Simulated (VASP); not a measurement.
Runs of VASP 6.6.1 on S. The structure is that of space group Fm-3m (No. 225), or close to it. The cells are those of the table. 

```tsv
task	cell	gap on the mesh (eV)	pressure (GPa)
single point	a = 2.323 Å, angles 60.0°, 1 atom	none	(a)
relaxation of cell and atoms	relaxed to 140 GPa from a = 2.329 Å, angles 60.0°, 1 atom	none	139.9
relaxation of cell and atoms	relaxed to 140 GPa from a = 2.322 Å, angles 60.0°, 1 atom	none	140.0
single point	a = 2.329 Å, angles 60.0°, 1 atom	none	134.9
single point	a = 2.322 Å, angles 60.0°, 1 atom	none	139.7
```

Alike in all rows: level PBEsol; potentials or basis VASP PAW PBE potentials, release 64 (S); no spin polarisation; k mesh 19 × 19 × 19; cutoff (eV) 500; smearing fermi-dirac 0.05 eV.

Problem. Estimate the missing entries.

Solution. (a) 139.3.

Caveats: the PAW data sets were made with another functional, which shifts forces and pressure a little; the cell is relaxed towards a set pressure, so the enthalpy falls and the energy may rise (some runs).

A gap of «none» marks levels without a gap at the run's occupations.
